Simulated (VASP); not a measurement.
Here is a VASP 6.6.1 calculation.

INCAR

```
PREC     = Accurate       # precision mode
ENCUT    = 520            # plane-wave cutoff, eV
EDIFF    = 1E-6           # SCF threshold, eV
ISMEAR   = 0              # smearing method
SIGMA    = 0.1            # smearing width, eV
LREAL    = False          # projectors in reciprocal space
LASPH    = True           # aspherical terms in the spheres
NELM     = 60             # most SCF steps
ALGO     = Fast           # electronic algorithm
ISIF     = 2              # what is computed and relaxed
LWAVE    = False          # write WAVECAR
LCHARG   = False          # write CHGCAR
GGA      = PE             # functional
NBANDS   = 48             # bands
```

Contents of KPOINTS:

```
regular mesh
0
Gamma
  4 4 4
```

Contents of POSCAR:

```
KZn5Pd
1.0
    4.4698625245      0.0000000000      0.0000000000
    0.0000000000      4.4698625245      0.0000000000
    0.0000000000      0.0000000000      7.6680466891
K Zn Pd
1 5 1
Direct
    0.5000000000      0.5000000000      0.0000000000
    0.5000000000      0.0000000000      0.6771858478
    0.0000000000      0.5000000000      0.6771858478
    0.5000000000      0.0000000000      0.3228141522
    0.0000000000      0.5000000000      0.3228141522
    0.0000000000      0.0000000000      0.0000000000
    0.0000000000      0.0000000000      0.5000000000
```

Potentials or basis: VASP PAW PBE potentials, release 64 (K_sv, Zn, Pd).

Run with:

```sh
$ cat potpaw_PBE.64/K_sv/POTCAR potpaw_PBE.64/Zn/POTCAR potpaw_PBE.64/Pd/POTCAR > POTCAR
$ mpirun -np 1 vasp_std > vasp.out
```

Task: What does it give for the pressure?

Result: 0.2 GPa.

Task: Predict the band gap on the k mesh.

Result: Zero (an odd number of electrons rules out a gap without spin polarisation).

Stress tensor (GPa, compression positive):
```
0.22 0.00 0.00
0.00 0.22 0.00
0.00 0.00 0.08
```
